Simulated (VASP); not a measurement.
The system is Pt.

```xyz
1
Lattice="2.5500 0.0000 0.0000 0.0000 2.5500 0.0000 0.0000 0.0000 2.5500" Properties=species:S:1:pos:R:3 pbc="T T T"
Pt    0.0000    0.0000    0.0000
```

```yaml
Program: VASP 6.6.1
Task: relaxation of cell and atoms
Functional: PBEsol
Potentials_or_basis: VASP PAW PBE potentials, release 64 (Pt)
Cutoff: 600 eV
k_mesh: 9 × 9 × 9
Occupations: fermi-dirac, width 0.1 eV
Spin: no spin polarisation
```

At the start: pressure 10.7 GPa; volume 16.58 Å³/atom.

Q: How do energy, volume and symmetry change on relaxing?

A: Over 4 steps the energy falls by 24.0 meV/atom and the volume is 17.34 Å³/atom (+4.6 %); space group Pm-3m (No. 221, to 0.05 Å).

Step by step:
| step | energy change (eV) | largest force (eV/Å) | pressure (GPa) | volume (Å³) |
| --- | --- | --- | --- | --- |
| 1 | 0.0000 | 0.0000 | 10.72 | 16.58 |
| 2 | 0.1061 | 0.0000 | -18.04 | 19.39 |
| 3 | -0.0239 | 0.0000 | -0.41 | 17.37 |
| 4 | -0.0240 | 0.0000 | -0.04 | 17.34 |

Final structure:
```
Pt
1.0
     2.58811    0.00000    0.00000
     0.00000    2.58811    0.00000
     0.00000    0.00000    2.58811
Pt
1
Direct
  0.00000 0.00000 0.00000
```

Caveat: the PAW data sets were made with another functional, which shifts forces and pressure a little.
